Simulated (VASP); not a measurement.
# P (P4/mmm) in VASP: further runs

The runs below take P through single point, with r2SCAN.

Everything below comes from runs of VASP 6.6.1. Logs are shortened: lines on timing, memory, paths and dates and some standing lists are left out, and cuts for length are marked.

**1. The cell of the first run**

It takes space group P4/mmm (No. 123, tetragonal). Conventional cell: a = 4.487 Å, b = 4.487 Å, c = 4.159 Å, α = 90.00°, β = 90.00°, γ = 90.00°. Within 5.5 Å of P (site symmetry 4/mmm) lie 6 P at 4.16 to 4.49 Å.

**2. Single point, r2SCAN (strain +0.050 along x and y, -0.050 along z)**

POSCAR reads:

```
P
1.0
    4.4865501003      0.0000000000      0.0000000000
    0.0000000000      4.4865501003      0.0000000000
    0.0000000000      0.0000000000      4.1591000000
P
1
Direct
    0.0000000000      0.0000000000      0.0000000000
```

INCAR.step1 reads:

```
PREC = Accurate
ENCUT = 520
ISMEAR = 0
SIGMA = 0.15
LREAL = False
LASPH = True
NELM = 100
NBANDS = 8
GGA = PE
ALGO = Normal
EDIFF = 1E-4
LWAVE = True
LCHARG = False
```

INCAR.step2 reads:

```
PREC = Accurate
ENCUT = 520
EDIFF = 1E-6
ISMEAR = 0
SIGMA = 0.15
LREAL = False
LASPH = True
NELM = 100
ALGO = Normal
ISIF = 2
LWAVE = False
LCHARG = False
METAGGA = R2SCAN
LMIXTAU = True
NBANDS = 8
ISTART = 1
```

KPOINTS reads:

```
Automatic mesh
0
Gamma
  12 12 12
```

Potentials or basis: VASP PAW PBE potentials, release 64 (P).

Launch:

```bash
> cat potpaw_PBE.64/P/POTCAR > POTCAR
> cp INCAR.step1 INCAR
> mpirun -np 1 vasp_std > vasp.out
> cp INCAR.step2 INCAR
> mpirun -np 1 vasp_std > vasp.out
```

OUTCAR:

```text
PREC = Accurate
   ENCUT = 520
   EDIFF = 1E-6
   ISMEAR = 0
   LREAL = False
   LASPH = True
   NELM = 100
   ISIF = 2
   METAGGA = R2SCAN
   ISTART = 1

 ion  position               nearest neighbor table
   1  0.000  0.000  0.000-

  LATTYP: Found a simple tetragonal cell.
 ALAT       =     4.4865501003
 C/A-ratio  =     0.9270151691

  Lattice vectors:

 A1 = (   4.4865501003,   0.0000000000,   0.0000000000)
 A2 = (   0.0000000000,   4.4865501003,   0.0000000000)
 A3 = (   0.0000000000,   0.0000000000,   4.1591000000)

Analysis of symmetry for initial positions (statically):
=====================================================================
 Subroutine PRICEL returns:
 Original cell was already a primitive cell.

 Routine SETGRP: Setting up the symmetry group for a
 simple tetragonal supercell.

 Subroutine GETGRP returns: Found 16 space group operations
 (whereof 16 operations were pure point group operations)
 out of a pool of 16 trial point group operations.

The static configuration has the point symmetry D_4h.

Analysis of symmetry for dynamics (positions and initial velocities):
=====================================================================
 Subroutine PRICEL returns:
 Original cell was already a primitive cell.

 Routine SETGRP: Setting up the symmetry group for a
 simple tetragonal supercell.

 Subroutine GETGRP returns: Found 16 space group operations
 (whereof 16 operations were pure point group operations)
 out of a pool of 16 trial point group operations.

The dynamic configuration has the point symmetry D_4h.

 Subroutine INISYM returns: Found 16 space group operations
 (whereof 16 operations are pure point group operations),
 and found     1 'primitive' translations

----------------------------------------------------------------------------------------

                                     Primitive cell

  volume of cell :      83.7191

  direct lattice vectors                    reciprocal lattice vectors
     4.486550100  0.000000000  0.000000000     0.222888406  0.000000000  0.000000000
     0.000000000  4.486550100  0.000000000     0.000000000  0.222888406  0.000000000
     0.000000000  0.000000000  4.159100000     0.000000000  0.000000000  0.240436633

  length of vectors
     4.486550100  4.486550100  4.159100000     0.222888406  0.222888406  0.240436633
[... 79 lines left out ...]
   EDIFF  = 0.1E-05   stopping-criterion for ELM
   LREAL  =      F    real-space projection
   EDIFFG = 0.1E-04   stopping-criterion for IOM
   NSW    =      0    number of steps for IOM
   IBRION =     -1    ionic relax: 0-MD 1-quasi-New 2-CG
   NFREE  =      0    steps in history (QN), initial steepest desc. (CG)
   ISIF   =      2    stress and relaxation
   ISYM   =      2    0-nonsym 1-usesym 2-fastsym
   POTIM  = 0.5000    time-step for ionic-motion
   TEBEG  =    0.0;   TEEND  =   0.0 temperature during run
   PSTRESS=    0.0 pullay stress
   NELECT =       5.0000    total number of electrons
   NUPDOWN=      -1.0000    fix difference up-down
   EMIN   =  10.00;   EMAX   =-10.00  energy-range for DOS
   EFERMI =   0.00;   METHOD = LEGACY
   ISMEAR =     0;   SIGMA  =   0.15  broadening in eV -4-tet -1-fermi 0-gaus
   EFERMI_NEDOS =   21; number of points for ismear=-14 and -15
   IALGO  =     38    algorithm
   IMIX   =      4    mixing-type and parameters
     AMIX     =   0.40;   BMIX     =  1.00
     AMIX_MAG =   1.60;   BMIX_MAG =  1.00
  volume/ion in A,a.u.               =      83.72       564.96
  Fermi-wavevector in a.u.,A,eV,Ry     =   0.639917  1.209267  5.571494  0.409493
  Thomas-Fermi vector in A             =   1.705751
   LORBIT       =      0    0 simple, 1 ext, 2 COOP (PROOUT), +10 PAW based schemes
   METAGGA = R2SCAN    functional components
   LHFCALC =     F    Hartree Fock is set to
   AEXX    =    0.0000 exact exchange contribution
   IVDW    =     0    specifies the selected vdW correction
   LEPSILON=     F    determine dielectric tensor
   LRPA    =     F    only Hartree local field effects (RPA)
 non-spin polarized calculation
 Gauss-broadening in eV      SIGMA  =   0.15
  energy-cutoff  :      520.00
  volume of cell :       83.72
 maximum number of plane-waves:      2283
 NGX is ok and might be reduce to    36
   NGX = 17   NGY = 17   NGZ = 15

 number of electron       5.0000000 magnetization

 Free energy of the ion-electron system (eV)
  ---------------------------------------------------
  ext. energy  EPLUGINS =         0.00000000
  ---------------------------------------------------
  free energy    TOTEN  =        -4.25258867 eV

  energy without entropy =       -4.21047416  energy(sigma->0) =       -4.23153142

 E-fermi :  -3.3456     XC(G=0):  -5.0453

 val. band max:       -3.3464326979   @ k =   0.3333   0.2500   0.2500
 cond. band min:      -3.3445267691   @ k =   0.5000   0.0000   0.2500
 fundamental gap:      0.0019059288
 Fermi energy:        -3.3455972790

 k-point     1 :       0.0000    0.0000    0.0000
  band No.  band energies     occupation
      1     -12.5146      2.00000
      2      -2.9679      0.00037
      3      -2.9679      0.00037
      4      -2.6054      0.00000
      5       1.6299      0.00000
      6       4.5816      0.00000
      7       4.8857      0.00000
      8       8.9840      0.00000
[... 243 lines left out ...]
 k-point    24 :       0.4167    0.3333    0.0000
  band No.  band energies     occupation
      1     -12.3145      2.00000
      2      -3.8564      2.00000
      3      -3.6467      1.99548
      4      -2.4460      0.00000
      5       3.1355      0.00000
      6       4.9191      0.00000
      7       6.3738      0.00000
      8       6.5891      0.00000

 [... further k-points ...]

------------------------ aborting loop because EDIFF is reached ----------------------------------------

  FORCE on cell =-STRESS in cart. coord.  units (eV):
  Direction    XX          YY          ZZ          XY          YZ          ZX
  --------------------------------------------------------------------------------------
  -------------------------------------------------------------------------------------
  Total       -1.6683502     -1.6683502     -2.2989642      0.0000000      0.0000000      0.0000000
  in kB      -31.9281236    -31.9281236    -43.9965262      0.0000000      0.0000000      0.0000000
  external PRESSURE =     -35.9509245 kB  Pullay stress =       0.0000000 kB

 VOLUME and BASIS-vectors are now :
 -----------------------------------------------------------------------------
  energy-cutoff  :      520.00
  volume of cell :       83.72
      direct lattice vectors                 reciprocal lattice vectors
     4.486550100  0.000000000  0.000000000     0.222888406  0.000000000  0.000000000
     0.000000000  4.486550100  0.000000000     0.000000000  0.222888406  0.000000000
     0.000000000  0.000000000  4.159100000     0.000000000  0.000000000  0.240436633

 POSITION                                       TOTAL-FORCE (eV/Angst)
 -----------------------------------------------------------------------------------
      0.00000      0.00000      0.00000         0.000000      0.000000      0.000000
 -----------------------------------------------------------------------------------
    total drift:                               -0.000000     -0.000000      0.000000

  FREE ENERGIE OF THE ION-ELECTRON SYSTEM (eV)
  ---------------------------------------------------
  free  energy   TOTEN  =        -4.2525886722 eV

  energy  without entropy=       -4.2104741636  energy(sigma->0) =       -4.23153142
```

OUTCAR.step1:

```text
PREC = Accurate
   ENCUT = 520
   ISMEAR = 0
   LREAL = False
   LASPH = True
   NELM = 100
[... 480 lines left out ...]

 POSITION                                       TOTAL-FORCE (eV/Angst)
 -----------------------------------------------------------------------------------
      0.00000      0.00000      0.00000         0.000000      0.000000      0.000000
 -----------------------------------------------------------------------------------
    total drift:                               -0.000000      0.000000      0.000000

  FREE ENERGIE OF THE ION-ELECTRON SYSTEM (eV)
  ---------------------------------------------------
  free  energy   TOTEN  =        -1.0846290323 eV

  energy  without entropy=       -1.0401145701  energy(sigma->0) =       -1.06237180
```

Run time: 3.7 min. Hardware: 1 thread of AMD EPYC 9R45 (Zen 5), shared host; peak memory 0.24 GiB.

What came out:

| Property | Result |
| --- | --- |
| Free energy | -4.2526 eV |
| Pressure | -3.6 GPa |
| Band gap on the k mesh | zero (an odd number of electrons rules out a gap without spin polarisation) |

Stress tensor (GPa, compression positive):
```
-3.19  0.00  0.00
 0.00 -3.19  0.00
 0.00  0.00 -4.40
```

Levels at points of the mesh, in eV from the Fermi level:
```tsv
k point	band 1	band 2	band 3	band 4	band 5	band 6	band 7
(0.00, 0.00, 0.00)	-9.17	0.38	0.38	0.74	4.98	7.93	8.23
(0.50, 0.00, 0.00)	-9.05	-0.74	0.49	0.84	6.97	7.60	8.80
(0.50, 0.50, 0.00)	-8.93	-0.51	-0.51	0.93	6.11	8.77	10.01
(0.00, 0.00, 0.50)	-8.94	-0.89	0.58	0.58	7.09	7.84	8.90
(0.50, 0.00, 0.50)	-8.83	-0.67	-0.38	0.68	6.22	8.76	10.04
(0.50, 0.50, 0.50)	-8.72	-0.49	-0.20	-0.20	7.32	7.32	7.59
```

Caveat: the cell differs from its parent crystal (strain +0.050 along x and y, -0.050 along z); the cell stands under tension; the atoms stand far beyond bonding distance, and open shells without spin polarisation read as a metal; the PAW data sets were made with another functional, which shifts forces and pressure a little.

**3. Single point, r2SCAN (strain +0.000 along x and y, +0.050 along z)**

POSCAR reads:

```
P
1.0
    4.2729048574      0.0000000000      0.0000000000
    0.0000000000      4.2729048574      0.0000000000
    0.0000000000      0.0000000000      4.5969000000
P
1
Direct
    0.0000000000      0.0000000000      0.0000000000
```

INCAR.step1 reads:

```
PREC = Accurate
ENCUT = 520
ISMEAR = 0
SIGMA = 0.15
LREAL = F
LASPH = T
NELM = 60
NBANDS = 8
GGA = PE
ALGO = Normal
EDIFF = 1E-4
LWAVE = T
LCHARG = F
```

INCAR.step2 reads:

```
PREC = Accurate
ENCUT = 520
EDIFF = 1E-6
ISMEAR = 0
SIGMA = 0.15
LREAL = F
LASPH = T
NELM = 60
ALGO = Normal
ISIF = 2
LWAVE = F
LCHARG = T
METAGGA = R2SCAN
LMIXTAU = T
LELF = T
LVHAR = T
NBANDS = 8
ISTART = 1
```

KPOINTS reads:

```
regular mesh
0
Gamma
  12 12 12
```

Potentials or basis: VASP PAW PBE potentials, release 64 (P).

Launch:

```bash
> cat potpaw_PBE.64/P/POTCAR > POTCAR
> cp INCAR.step1 INCAR
> mpirun -np 1 vasp_std > vasp.out
> cp INCAR.step2 INCAR
> mpirun -np 1 vasp_std > vasp.out
```

It took 3.6 min on 1 thread of AMD EPYC 9R45 (Zen 5), shared host; peak memory 0.24 GiB.

Results (log left out):

```
Free energy            : -4.2468 eV
Pressure               : -3.6 GPa
Band gap on the k mesh : zero (an odd number of electrons rules out a gap without spin polarisation)
```

Stress tensor (GPa, compression positive):
```
-3.96  0.00  0.00
 0.00 -3.96  0.00
 0.00  0.00 -2.80
```

Levels at points of the mesh, in eV from the Fermi level:
```tsv
k point	band 1	band 2	band 3	band 4	band 5	band 6
(0.00, 0.00, 0.00)	-9.17	0.29	0.60	0.60	4.97	7.96
(0.50, 0.00, 0.00)	-8.98	-0.83	0.46	0.75	7.03	7.75
(0.50, 0.50, 0.00)	-8.81	-0.53	-0.53	0.61	6.24	8.77
(0.00, 0.00, 0.50)	-9.07	-0.69	0.69	0.69	6.95	7.52
(0.50, 0.00, 0.50)	-8.89	-0.63	-0.38	0.83	6.16	8.75
(0.50, 0.50, 0.50)	-8.73	-0.37	-0.37	-0.13	7.24	7.49
```

Caveat: the cell differs from its parent crystal (strain +0.000 along x and y, +0.050 along z); the cell stands under tension; the atoms stand far beyond bonding distance, and open shells without spin polarisation read as a metal; the PAW data sets were made with another functional, which shifts forces and pressure a little.

**4. Single point, r2SCAN (strain -0.050 along x and y, +0.000 along z)**

POSCAR reads:

```
P
1.0
    4.0592596145      0.0000000000      0.0000000000
    0.0000000000      4.0592596145      0.0000000000
    0.0000000000      0.0000000000      4.3780000000
P
1
Direct
    0.0000000000      0.0000000000      0.0000000000
```

INCAR.step1 reads:

```
SYSTEM = P
PREC = Accurate
ENCUT = 520
ISMEAR = 0
SIGMA = 0.15
LREAL = .False.
LASPH = .True.
NELM = 80
NBANDS = 8
GGA = PE
ALGO = Normal
EDIFF = 1E-4
LWAVE = .True.
LCHARG = .False.
```

INCAR.step2 reads:

```
SYSTEM = P
PREC = Accurate
ENCUT = 520
EDIFF = 1E-7
ISMEAR = 0
SIGMA = 0.15
LREAL = .False.
LASPH = .True.
NELM = 80
ALGO = Normal
ISIF = 2
LWAVE = .False.
LCHARG = .True.
METAGGA = R2SCAN
LMIXTAU = .True.
LELF = .True.
LVHAR = .True.
NBANDS = 8
ISTART = 1
```

KPOINTS reads:

```
Automatic mesh
0
Gamma
  12 12 12
  0 0 0
```

Launch:

```bash
> cat potpaw_PBE.64/P/POTCAR > POTCAR
> cp INCAR.step1 INCAR
> mpirun -np 1 vasp_std > vasp.out
> cp INCAR.step2 INCAR
> mpirun -np 1 vasp_std > vasp.out
```

Run time: 2.3 min. Hardware: 1 thread of Intel Xeon 6975P-C (Granite Rapids), shared host; peak memory 0.24 GiB.

Results (log left out):

| Property | Result |
| --- | --- |
| Free energy | -4.5575 eV |
| Pressure | -5.0 GPa |
| Band gap on the k mesh | zero (an odd number of electrons rules out a gap without spin polarisation) |

Stress tensor (GPa, compression positive):
```
-5.44  0.00  0.00
 0.00 -5.44  0.00
 0.00  0.00 -3.98
```

Levels at points of the mesh, in eV from the Fermi level:
| k point | band 1 | band 2 | band 3 | band 4 | band 5 | band 6 |
| --- | --- | --- | --- | --- | --- | --- |
| (0.00, 0.00, 0.00) | -9.29 | 0.38 | 0.80 | 0.80 | 5.17 | 8.02 |
| (0.50, 0.00, 0.00) | -9.01 | -1.08 | 0.62 | 1.00 | 7.37 | 8.21 |
| (0.50, 0.50, 0.00) | -8.74 | -0.68 | -0.68 | 0.83 | 6.16 | 9.11 |
| (0.00, 0.00, 0.50) | -9.13 | -0.92 | 0.91 | 0.91 | 7.33 | 8.00 |
| (0.50, 0.00, 0.50) | -8.87 | -0.82 | -0.50 | 1.11 | 6.07 | 9.11 |
| (0.50, 0.50, 0.50) | -8.62 | -0.47 | -0.47 | -0.16 | 7.24 | 7.54 |

Caveat: the cell differs from its parent crystal (strain -0.050 along x and y, +0.000 along z); the cell stands under tension; the atoms stand far beyond bonding distance, and open shells without spin polarisation read as a metal; the PAW data sets were made with another functional, which shifts forces and pressure a little.

**5. Single point, r2SCAN (strain -0.050 along x and y, +0.025 along z)**

POSCAR, as its differences from that of step 4:

```diff
@@ -4,3 +4,3 @@
     0.0000000000      4.0592596145      0.0000000000
-    0.0000000000      0.0000000000      4.3780000000
+    0.0000000000      0.0000000000      4.4874500000
 P
```

INCAR.step1 reads:

```
SYSTEM = P
PREC = Accurate ; ENCUT = 520
ISMEAR = 0 ; SIGMA = 0.15
LREAL = .FALSE. ; LASPH = .TRUE.
NELM = 100 ; NBANDS = 8
GGA = PE ; ALGO = Normal
EDIFF = 1E-4 ; LWAVE = .TRUE.
LCHARG = .FALSE.
```

INCAR.step2 reads:

```
SYSTEM = P
PREC = Accurate ; ENCUT = 520
EDIFF = 1E-6 ; ISMEAR = 0
SIGMA = 0.15 ; LREAL = .FALSE.
LASPH = .TRUE. ; NELM = 100
ALGO = Normal ; ISIF = 2
LWAVE = .FALSE. ; LCHARG = .FALSE.
METAGGA = R2SCAN ; LMIXTAU = .TRUE.
NBANDS = 8 ; ISTART = 1
```

KPOINTS reads:

```
Automatic mesh
0
G
  12 12 12
  0 0 0
```

Launch:

```bash
> cat potpaw_PBE.64/P/POTCAR > POTCAR
> cp INCAR.step1 INCAR
> mpirun -np 1 vasp_std > vasp.out
> cp INCAR.step2 INCAR
> mpirun -np 1 vasp_std > vasp.out
```

Run time: 2.2 min. Hardware: 1 thread of Intel Xeon 6975P-C (Granite Rapids), shared host; peak memory 0.24 GiB.

Results (log left out):

* Free energy: -4.5159 eV
* Pressure: -4.7 GPa
* Band gap on the k mesh: zero (an odd number of electrons rules out a gap without spin polarisation)

Stress tensor (GPa, compression positive):
```
-5.35  0.00  0.00
 0.00 -5.35  0.00
 0.00  0.00 -3.44
```

Levels at points of the mesh, in eV from the Fermi level:
| k point | band 1 | band 2 | band 3 | band 4 | band 5 | band 6 | band 7 |
| --- | --- | --- | --- | --- | --- | --- | --- |
| (0.00, 0.00, 0.00) | -9.27 | 0.29 | 0.81 | 0.81 | 5.13 | 7.98 | 8.30 |
| (0.50, 0.00, 0.00) | -8.99 | -1.07 | 0.53 | 1.01 | 7.32 | 8.14 | 9.02 |
| (0.50, 0.50, 0.00) | -8.73 | -0.66 | -0.66 | 0.74 | 6.20 | 9.07 | 10.61 |
| (0.00, 0.00, 0.50) | -9.15 | -0.86 | 0.90 | 0.90 | 7.26 | 7.85 | 8.83 |
| (0.50, 0.00, 0.50) | -8.88 | -0.84 | -0.43 | 1.10 | 6.08 | 9.07 | 10.47 |
| (0.50, 0.50, 0.50) | -8.63 | -0.49 | -0.49 | -0.09 | 7.18 | 7.57 | 7.57 |

Caveat: the cell differs from its parent crystal (strain -0.050 along x and y, +0.025 along z); the cell stands under tension; the atoms stand far beyond bonding distance, and open shells without spin polarisation read as a metal; the PAW data sets were made with another functional, which shifts forces and pressure a little.

[end of part 1 of 2]
